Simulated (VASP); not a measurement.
Wanted: the native input for a VASP 6.6.1 run.

```
Task                   : single point
Functional             : PBE
Dispersion             : D3(BJ)
Potentials or basis    : VASP PAW PBE potentials, release 64 (N)
Cutoff                 : 520 eV
k mesh                 : 1 × 1 × 1
Occupations            : fermi-dirac, width 0.02 eV
Spin                   : no spin polarisation
Dipole correction      : no
Further INCAR settings : LREAL = Auto; ALGO = Normal; EDIFF = 1e-06; NBANDS = 78
```

The structure of N lies in POSCAR:

```
N
1.0
    7.1671090000      0.3013110000      0.3440460000
    0.3013110000      8.4346150000      0.4646960000
    0.3440460000      0.4646960000      6.4287740000
N
24
Direct
    0.4448535302      0.9627971691      0.0543092554
    0.4786230132      1.0916172310      0.0213355620
    0.7272586219      0.6632071839      0.8159564879
    0.7680107578      0.7707573426      0.8636796249
    0.7891683847      0.4660427973      0.3456524604
    0.7907423501      0.4265261443      0.1890629946
    0.1280349107      0.6235316044      0.0886012572
    0.1592047973      0.7481818981      0.0337932382
    0.2711721266      1.0783972364      0.6587690643
    0.2374590366      0.9616262376      0.6303129185
    0.3578305073      0.3205196106      0.3581313738
    0.4922184406      0.2463858302      0.3600623859
    1.0195195837      0.1609730255      0.2641770957
    1.0765648469      0.1708832401      0.0972352446
    0.7604227376      0.1381140609      0.6927912767
    0.8802203794      0.1723821569      0.7714781077
    0.4649046681      0.7119264507      0.5091362730
    0.4766643386      0.6859346473      0.3453464773
    1.0567370061      0.6167922293      0.5667974918
    1.0769886996      0.4859422355      0.5824362363
    0.8584401676      0.8545010220      0.3287211352
    0.7381032920      0.9425305260      0.3520995371
    0.3767933596      0.4198918031      0.8866921921
    0.5095460117      0.4181659134      0.7863198653
```

These files were run (other wordings do the same):

INCAR

```
SYSTEM = N
ALGO = Normal
EDIFF = 1E-6
ENCUT = 520
GGA = PE
ISIF = 2
ISMEAR = -1
IVDW = 12
LASPH = .True.
LCHARG = .False.
LREAL = Auto
LWAVE = .False.
NBANDS = 78
NELM = 80
PREC = Accurate
SIGMA = 0.02
```

KPOINTS

```
k-points
0
Gamma
  1 1 1
  0 0 0
```

Potentials or basis: VASP PAW PBE potentials, release 64 (N).

Run with:

```console
$ cat potpaw_PBE.64/N/POTCAR > POTCAR
$ mpirun -np 1 vasp_gam > vasp.out
```

It gave:

| Item | Value |
| --- | --- |
| Pressure | 7.2 GPa |
| Largest force | 8.063 eV/Å |
| Dispersion energy per atom | -0.084 eV |

Caveat: the k points lie up to 0.99 Å⁻¹ apart, too coarse for converged energies, forces and pressures; the standard files for N, O and F lose accuracy on very short bonds; the atoms stand as in a frame of molecular dynamics.

It took 75 s on 1 thread of Intel Xeon 8259CL, with other jobs on the host, peak memory 0.35 GiB.
